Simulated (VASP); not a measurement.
# Ca (Fm-3m) in VASP: single point with LDA

Aim: the single point of Ca with LDA.

Everything below comes from runs of VASP 6.6.1. Logs are shortened: lines on timing, memory, paths and dates and some standing lists are left out, and cuts for length are marked.

### 1 The cell of the first run

Symmetry: Fm-3m, No. 225, cubic system. Conventional cell: a = 5.588 Å, b = 5.588 Å, c = 5.588 Å, α = 90.00°, β = 90.00°, γ = 90.00°. Within 5.2 Å of Ca (site symmetry m-3m) lie 12 Ca at 3.95 Å.

### 2 Single point, LDA

Contents of INCAR:

```
SYSTEM = Ca
PREC = Accurate
ENCUT = 500
EDIFF = 1E-6
ISMEAR = -1
SIGMA = 0.0272
LREAL = .False.
LASPH = .True.
NELM = 120
ALGO = Normal
ISIF = 2
LWAVE = .False.
LCHARG = .False.
GGA = CA
NBANDS = 11
GGA_COMPAT = .False.
```

Contents of KPOINTS:

```
regular mesh
0
Gamma
  8 8 8
  0 0 0
```

Contents of POSCAR:

```
Ca
1.0
    0.0000000000      2.7942000000      2.7942000000
    2.7942000000      0.0000000000      2.7942000000
    2.7942000000      2.7942000000      0.0000000000
Ca
1
Direct
    0.0000000000      0.0000000000      0.0000000000
```

Potentials or basis: VASP PAW LDA potentials, release 64 (Ca_sv).

Started as:

```console
> cat potpaw_LDA.64/Ca_sv/POTCAR > POTCAR
> mpirun -np 1 vasp_std > vasp.out
```

OUTCAR:

```text
SYSTEM = Ca
   PREC = Accurate
   ENCUT = 500
   EDIFF = 1E-6
   ISMEAR = -1
   LREAL = .False.
   LASPH = .True.
   NELM = 120
   ISIF = 2
   GGA = CA

 ion  position               nearest neighbor table
   1  0.000  0.000  0.000-

  LATTYP: Found a face centered cubic cell.
 ALAT       =     5.5884000000

  Lattice vectors:

 A1 = (   0.0000000000,   2.7942000000,   2.7942000000)
 A2 = (   2.7942000000,   0.0000000000,   2.7942000000)
 A3 = (   2.7942000000,   2.7942000000,   0.0000000000)

Analysis of symmetry for initial positions (statically):
=====================================================================
 Subroutine PRICEL returns:
 Original cell was already a primitive cell.

 Routine SETGRP: Setting up the symmetry group for a
 face centered cubic supercell.

 Subroutine GETGRP returns: Found 48 space group operations
 (whereof 48 operations were pure point group operations)
 out of a pool of 48 trial point group operations.

The static configuration has the point symmetry O_h .

Analysis of symmetry for dynamics (positions and initial velocities):
=====================================================================
 Subroutine PRICEL returns:
 Original cell was already a primitive cell.

 Routine SETGRP: Setting up the symmetry group for a
 face centered cubic supercell.

 Subroutine GETGRP returns: Found 48 space group operations
 (whereof 48 operations were pure point group operations)
 out of a pool of 48 trial point group operations.

The dynamic configuration has the point symmetry O_h .

 Subroutine INISYM returns: Found 48 space group operations
 (whereof 48 operations are pure point group operations),
 and found     1 'primitive' translations

----------------------------------------------------------------------------------------

                                     Primitive cell

  volume of cell :      43.6317

  direct lattice vectors                    reciprocal lattice vectors
     0.000000000  2.794200000  2.794200000    -0.178942094  0.178942094  0.178942094
     2.794200000  0.000000000  2.794200000     0.178942094 -0.178942094  0.178942094
     2.794200000  2.794200000  0.000000000     0.178942094  0.178942094 -0.178942094

  length of vectors
     3.951595536  3.951595536  3.951595536     0.309936799  0.309936799  0.309936799

  position of ions in fractional coordinates (direct lattice)
     0.000000000  0.000000000  0.000000000

  ion indices of the primitive-cell ions
   primitive index   ion index
                 1           1

----------------------------------------------------------------------------------------

 KPOINTS: regular mesh

Automatic generation of k-mesh.
 Grid dimensions read from file:
 generate k-points for:    8    8    8

 Generating k-lattice:

  Cartesian coordinates                     Fractional coordinates (reciprocal lattice)
    -0.022367762  0.022367762  0.022367762     0.125000000  0.000000000  0.000000000
     0.022367762 -0.022367762  0.022367762     0.000000000  0.125000000  0.000000000
     0.022367762  0.022367762 -0.022367762     0.000000000  0.000000000  0.125000000

  Length of vectors
     0.038742100  0.038742100  0.038742100

  Shift w.r.t. Gamma in fractional coordinates (k-lattice)
     0.000000000  0.000000000  0.000000000

 Subroutine IBZKPT returns following result:
 ===========================================

 Found     29 irreducible k-points:

 Following reciprocal coordinates:
            Coordinates               Weight
  0.000000  0.000000  0.000000      1.000000
  0.125000  0.000000  0.000000      8.000000
  0.250000  0.000000  0.000000      8.000000
  0.375000  0.000000  0.000000      8.000000
  0.500000  0.000000  0.000000      4.000000
  0.125000  0.125000  0.000000      6.000000
[... 16 lines left out ...]
  0.500000  0.250000  0.125000     48.000000
 -0.375000  0.250000  0.125000     24.000000
 [... further k-points ...]
   k-points           NKPTS =     29   k-points in BZ     NKDIM =     29   number of bands    NBANDS=     11
   number of dos      NEDOS =    301   number of ions     NIONS =      1
   total plane-waves  NPLWV =  27000
   dimension x,y,z NGX =    30 NGY =   30 NGZ =   30
   dimension x,y,z NGXF=    60 NGYF=   60 NGZF=   60
   ions per type =               1
   NGX,Y,Z   is equivalent  to a cutoff of  12.62, 12.62, 12.62 a.u.
   NGXF,Y,Z  is equivalent  to a cutoff of  25.24, 25.24, 25.24 a.u.
 SYSTEM =  Ca
   PREC   = accura    normal or accurate (medium, high low for compatibility)
   ISTART =      0    job   : 0-new  1-cont  2-samecut
   ICHARG =      2    charge: 1-file 2-atom 10-const
   ISPIN  =      1    spin polarized calculation?
   LNONCOLLINEAR =      F non collinear calculations
   LSORBIT =      F    spin-orbit coupling
   LASPH  =      T    aspherical Exc in radial PAW
   ENCUT  =  500.0 eV  36.75 Ry    6.06 a.u.   7.20  7.20  7.20*2*pi/ulx,y,z
   NELM   =    120;   NELMIN=  2; NELMDL= -5     # of ELM steps
   EDIFF  = 0.1E-05   stopping-criterion for ELM
   LREAL  =      F    real-space projection
   EDIFFG = 0.1E-04   stopping-criterion for IOM
   NSW    =      0    number of steps for IOM
   IBRION =     -1    ionic relax: 0-MD 1-quasi-New 2-CG
   NFREE  =      0    steps in history (QN), initial steepest desc. (CG)
   ISIF   =      2    stress and relaxation
   ISYM   =      2    0-nonsym 1-usesym 2-fastsym
   POTIM  = 0.5000    time-step for ionic-motion
   TEBEG  =    0.0;   TEEND  =   0.0 temperature during run
   PSTRESS=    0.0 pullay stress
   NELECT =      10.0000    total number of electrons
   NUPDOWN=      -1.0000    fix difference up-down
   EMIN   =  10.00;   EMAX   =-10.00  energy-range for DOS
   EFERMI =   0.00;   METHOD = LEGACY
   ISMEAR =    -1;   SIGMA  =   0.03  broadening in eV -4-tet -1-fermi 0-gaus
   EFERMI_NEDOS =   21; number of points for ismear=-14 and -15
   IALGO  =     38    algorithm
   IMIX   =      4    mixing-type and parameters
     AMIX     =   0.40;   BMIX     =  1.00
     AMIX_MAG =   1.60;   BMIX_MAG =  1.00
  volume/ion in A,a.u.               =      43.63       294.44
  Fermi-wavevector in a.u.,A,eV,Ry     =   1.001861  1.893242 13.656506  1.003725
  Thomas-Fermi vector in A             =   2.134310
   LORBIT       =      0    0 simple, 1 ext, 2 COOP (PROOUT), +10 PAW based schemes
   GGA     = CA    functional components
   LHFCALC =     F    Hartree Fock is set to
   AEXX    =    0.0000 exact exchange contribution
   IVDW    =     0    specifies the selected vdW correction
   LEPSILON=     F    determine dielectric tensor
   LRPA    =     F    only Hartree local field effects (RPA)
 non-spin polarized calculation
  energy-cutoff  :      500.00
  volume of cell :       43.63
 maximum number of plane-waves:      1124
 NGX is ok and might be reduce to    30
   NGX = 15   NGY = 15   NGZ = 15

 number of electron      10.0000000 magnetization

 number of electron       9.9999997 magnetization

 Free energy of the ion-electron system (eV)
  ---------------------------------------------------
  ext. energy  EPLUGINS =         0.00000000
  ---------------------------------------------------
  free energy    TOTEN  =        -2.16743572 eV

  energy without entropy =       -2.16382607  energy(sigma->0) =       -2.16563089

 E-fermi :   1.6133     XC(G=0):  -7.8564

 val. band max:        1.6005986107   @ k =  -0.3750   0.2500   0.1250
 cond. band min:       1.6865009619   @ k =  -0.3750   0.3750   0.0000
 fundamental gap:      0.0859023513
 Fermi energy:         1.6133165293

 k-point     1 :       0.0000    0.0000    0.0000
  band No.  band energies     occupation
      1     -39.9850      2.00000
      2     -21.1979      2.00000
      3     -21.1979      2.00000
      4     -21.1979      2.00000
      5      -2.3060      2.00000
      6       3.8222      0.00000
      7       3.8222      0.00000
      8       3.8222      0.00000
      9       4.8435      0.00000
     10       4.8435      0.00000
     11      10.7218      0.00000

 k-point     2 :       0.1250    0.0000    0.0000
  band No.  band energies     occupation
      1     -39.9832      2.00000
      2     -21.2169      2.00000
      3     -21.2006      2.00000
      4     -21.2006      2.00000
      5      -2.0467      2.00000
      6       3.5704      0.00000
      7       3.9099      0.00000
      8       3.9099      0.00000
      9       4.7776      0.00000
     10       4.7776      0.00000
     11      10.7292      0.00000

 k-point     3 :       0.2500    0.0000    0.0000
  band No.  band energies     occupation
      1     -39.9788      2.00000
      2     -21.2622      2.00000
      3     -21.2069      2.00000
      4     -21.2069      2.00000
      5      -1.3094      2.00000
      6       2.9779      0.00000
      7       3.9558      0.00000
      8       3.9558      0.00000
      9       4.8594      0.00000
     10       4.8594      0.00000
     11       8.7828      0.00000

 k-point     4 :       0.3750    0.0000    0.0000
  band No.  band energies     occupation
      1     -39.9744      2.00000
      2     -21.3071      2.00000
      3     -21.2132      2.00000
      4     -21.2132      2.00000
      5      -0.2359      2.00000
      6       2.2182      0.00000
      7       3.8047      0.00000
      8       3.8047      0.00000
      9       5.2651      0.00000
     10       5.2651      0.00000
     11       7.1681      0.00000
[... 239 lines left out ...]
 k-point    22 :       0.3750    0.2500    0.1250
  band No.  band energies     occupation
      1     -39.9756      2.00000
      2     -21.2734      2.00000
      3     -21.2303      2.00000
      4     -21.2149      2.00000
      5      -0.6883      2.00000
      6       2.7712      0.00000
      7       3.5021      0.00000
      8       4.3677      0.00000
      9       4.4845      0.00000
     10       5.3598      0.00000
     11       8.7712      0.00000

 k-point    23 :       0.5000    0.2500    0.1250
  band No.  band energies     occupation
      1     -39.9720      2.00000
      2     -21.2976      2.00000
      3     -21.2444      2.00000
      4     -21.2224      2.00000
      5       0.3331      2.00000
      6       2.3094      0.00000
      7       3.1139      0.00000
      8       4.2177      0.00000
      9       5.0237      0.00000
     10       5.7246      0.00000
     11       7.1504      0.00000

 k-point    24 :      -0.3750    0.2500    0.1250
  band No.  band energies     occupation
      1     -39.9705      2.00000
      2     -21.3080      2.00000
      3     -21.2489      2.00000
      4     -21.2265      2.00000
      5       1.2863      1.99999
      6       1.6006      1.22962
      7       3.0590      0.00000
      8       4.1253      0.00000
      9       5.3470      0.00000
     10       5.9118      0.00000
     11       6.2840      0.00000

 [... further k-points ...]
[... 5 lines left out ...]
  --------------------------------------------------------------------------------------
  -------------------------------------------------------------------------------------
  Total       -0.5914499     -0.5914499     -0.5914499      0.0000000     -0.0000000      0.0000000
  in kB      -21.7183112    -21.7183112    -21.7183112      0.0000000     -0.0000000      0.0000000
  external PRESSURE =     -21.7183112 kB  Pullay stress =       0.0000000 kB

 VOLUME and BASIS-vectors are now :
 -----------------------------------------------------------------------------
  energy-cutoff  :      500.00
  volume of cell :       43.63
      direct lattice vectors                 reciprocal lattice vectors
     0.000000000  2.794200000  2.794200000    -0.178942094  0.178942094  0.178942094
     2.794200000  0.000000000  2.794200000     0.178942094 -0.178942094  0.178942094
     2.794200000  2.794200000  0.000000000     0.178942094  0.178942094 -0.178942094

 POSITION                                       TOTAL-FORCE (eV/Angst)
 -----------------------------------------------------------------------------------
      0.00000      0.00000      0.00000         0.000000      0.000000      0.000000
 -----------------------------------------------------------------------------------
    total drift:                               -0.000000     -0.000000      0.000000

  FREE ENERGIE OF THE ION-ELECTRON SYSTEM (eV)
  ---------------------------------------------------
  free  energy   TOTEN  =        -2.1674357158 eV

  energy  without entropy=       -2.1638260702  energy(sigma->0) =       -2.16563089
```

Run time: 19 s. Hardware: 1 thread of Intel Xeon 8259CL, shared host; peak memory 0.15 GiB.

Results:

```
Free energy            : -2.1674 eV
Pressure               : -2.2 GPa
Band gap on the k mesh : zero (band 5 reaches 1.85 eV, above the bottom of band 6 at 1.53 eV)
```

Levels at points of the mesh, in eV from the Fermi level:
| k point | band 1 | band 2 | band 3 | band 4 | band 5 | band 6 | band 7 | band 8 | band 9 | band 10 |
| --- | --- | --- | --- | --- | --- | --- | --- | --- | --- | --- |
| (0.00, 0.00, 0.00) | -41.60 | -22.81 | -22.81 | -22.81 | -3.92 | 2.21 | 2.21 | 2.21 | 3.23 | 3.23 |
| (0.50, 0.00, 0.00) | -41.59 | -22.94 | -22.83 | -22.83 | -0.98 | -0.08 | 2.11 | 2.11 | 3.89 | 3.89 |
| (0.50, 0.50, 0.00) | -41.58 | -22.93 | -22.86 | -22.86 | -0.42 | 0.56 | 0.99 | 3.88 | 4.06 | 4.06 |
